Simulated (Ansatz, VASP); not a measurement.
**One calculation of Al4BSbP2, two programs**

The input INCAR:

```
SYSTEM = Al4BSbP2
ALGO = Normal
EDIFF = 1E-6
ENCUT = 520
GGA = PE
ISIF = 2
ISMEAR = 0
LASPH = .True.
LCHARG = .True.
LELF = .True.
LREAL = .False.
LVHAR = .True.
LWAVE = .False.
NBANDS = 25
NELM = 60
PREC = Accurate
SIGMA = 0.2
```

File KPOINTS:

```
k-points
0
Gamma
  4 4 4
  0 0 0
```

POSCAR

```
Al4BSbP2
1.0
    5.3267233153      0.0000000000      0.0000000000
    0.0000000000      5.3267233153      0.0000000000
    0.0000000000      0.0000000000      5.9077745630
Al B Sb P
4 1 1 2
Direct
    0.2109261983      0.7890738017      0.7426382447
    0.7890738017      0.2109261983      0.7426382447
    0.7890738017      0.7890738017      0.2573617553
    0.2109261983      0.2109261983      0.2573617553
    0.0000000000      0.0000000000      0.0000000000
    0.5000000000      0.5000000000      0.0000000000
    0.0000000000      0.5000000000      0.5000000000
    0.5000000000      0.0000000000      0.5000000000
```

Input for Ansatz:

```yaml
crystal:
  lattice:
    - [5.3267233153, 0.0, 0.0]
    - [0.0, 5.3267233153, 0.0]
    - [0.0, 0.0, 5.907774563]
  atoms:
    - { symbol: Al, position: [0.2109261983, 0.7890738017, 0.7426382447] }
    - { symbol: Al, position: [0.7890738017, 0.2109261983, 0.7426382447] }
    - { symbol: Al, position: [0.7890738017, 0.7890738017, 0.2573617553] }
    - { symbol: Al, position: [0.2109261983, 0.2109261983, 0.2573617553] }
    - { symbol: B, position: [0.0, 0.0, 0.0] }
    - { symbol: Sb, position: [0.5, 0.5, 0.0] }
    - { symbol: P, position: [0.0, 0.5, 0.5] }
    - { symbol: P, position: [0.5, 0.0, 0.5] }
basis:
  ecutwfc: 420
kpoints:
  mp_grid: { grid: [4, 4, 4] }
hamiltonian:
  xc: pbe
scf:
  occupations: { method: gaussian, width: 0.2 }
  lower_state_search: "off"
output:
  forces: true
  stress: true
  eigenvalues: true
```

Alike in both runs: task single point; functional PBE; k mesh 4 × 4 × 4; occupations gaussian, width 0.2 eV; no spin polarisation.

```csv
,VASP,Ansatz
version,VASP 6.6.1,Ansatz 0.2.0
potentials or method,"VASP PAW PBE potentials, release 64 (Al, B, Sb, P), cutoff 520 eV","scalar-relativistic, plane waves, PAW"
valence electrons in the cell,30,40
```

Ansatz gave:

```
gap on the k mesh at the Fermi level (eV)                     : none
pressure (GPa)                                                : 0.1
traceless stress, the component that is largest in VASP (GPa) : -0.25
rms of the force components (eV/Å)                            : 0.015
```

Task: Estimate VASP's values.

Result: gap on the k mesh at the Fermi level (eV): none; pressure (GPa): 0.1; traceless stress, the component that is largest in VASP (GPa): -0.26; rms of the force components (eV/Å): 0.018.

Atom by atom the forces differ by 0.010 eV/Å (rms over components). A gap of «none» marks a metal or a gap that the smearing closes. The functional is the same, so the differences come from potentials, cutoffs and numerics. VASP's potentials hold 30 valence electrons a cell and Ansatz's 40, so a difference there can come from the potentials and not from the codes.

Neither program's run includes spin-orbit coupling.
